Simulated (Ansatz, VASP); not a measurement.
## Co2Si3Ru in VASP and in Ansatz

Contents of INCAR:

```
  PREC = Accurate
  ENCUT = 520
  EDIFF = 1E-6
  ISMEAR = 0
  SIGMA = 0.1
  LREAL = F
  LASPH = T
  NELM = 100
  ALGO = Normal
  ISIF = 2
  LWAVE = F
  LCHARG = F
  GGA = PE
  NBANDS = 31
```

File KPOINTS:

```
regular mesh
0
Gamma
  14 14 6
```

Contents of POSCAR:

```
Co2Si3Ru
1.0
    2.8887670124      0.0000000000      0.0000000000
    0.0000000000      2.8887670124      0.0000000000
    0.0000000000      0.0000000000      8.2059214018
Co Si Ru
2 3 1
Direct
    0.0000000000      0.0000000000      0.8408008803
    0.0000000000      0.0000000000      0.1591991197
    0.5000000000      0.5000000000      0.0000000000
    0.5000000000      0.5000000000      0.3191921316
    0.5000000000      0.5000000000      0.6808078684
    0.0000000000      0.0000000000      0.5000000000
```

Input for Ansatz:

```yaml
crystal:
  lattice:
    - [2.8887670124, 0.0, 0.0]
    - [0.0, 2.8887670124, 0.0]
    - [0.0, 0.0, 8.2059214018]
  atoms:
    - { symbol: Co, position: [0.0, 0.0, 0.8408008803] }
    - { symbol: Co, position: [0.0, 0.0, 0.1591991197] }
    - { symbol: Si, position: [0.5, 0.5, 0.0] }
    - { symbol: Si, position: [0.5, 0.5, 0.3191921316] }
    - { symbol: Si, position: [0.5, 0.5, 0.6808078684] }
    - { symbol: Ru, position: [0.0, 0.0, 0.5] }
basis:
  ecutwfc: 420
kpoints:
  mp_grid: { grid: [14, 14, 6] }
  band_path:
    path:
      - [[0.0, 0.0, 0.0], [0.0, 0.5, 0.0], [0.5, 0.5, 0.0], [0.0, 0.0, 0.0], [0.0, 0.0, 0.5], [0.0, 0.5, 0.5], [0.5, 0.5, 0.5], [0.0, 0.0, 0.5]]
      - [[0.0, 0.5, 0.0], [0.0, 0.5, 0.5]]
      - [[0.5, 0.5, 0.0], [0.5, 0.5, 0.5]]
    npoints: 14
hamiltonian:
  xc: pbe
scf:
  occupations: { method: gaussian, width: 0.1 }
  n_extra_bands: 15
output:
  forces: true
  stress: true
  eigenvalues: true
  populations: true
  dos: { projected: true, de: 0.02, nscf_kmesh: { grid: [17, 17, 8] } }
  bader: true
  write_density: true
  write_potential: true
  elf: true
  volumetric_format: npy
```

Alike in both runs: task single point; functional PBE; k mesh 14 × 14 × 6; occupations gaussian, width 0.1 eV; no spin polarisation.

|  | VASP | Ansatz |
| --- | --- | --- |
| version | VASP 6.6.1 | Ansatz 0.2.0 |
| potentials or method | VASP PAW PBE potentials, release 64 (Co, Si, Ru_pv), cutoff 520 eV | scalar-relativistic, plane waves, PAW |
| valence electrons in the cell | 44 | 62 |

Ansatz gave:

- gap on the k mesh at the Fermi level (eV): none
- pressure (GPa): 0.0
- rms of the force components (eV/Å): 0.001

Task: Estimate VASP's values.

Result: gap on the k mesh at the Fermi level (eV): none; pressure (GPa): 0.0; rms of the force components (eV/Å): 0.004.

Atom by atom the forces differ by 0.003 eV/Å (rms over components). A gap of «none» marks a metal or a gap that the smearing closes. VASP's potentials hold 44 valence electrons a cell and Ansatz's 62, so a difference there can come from the potentials and not from the codes.
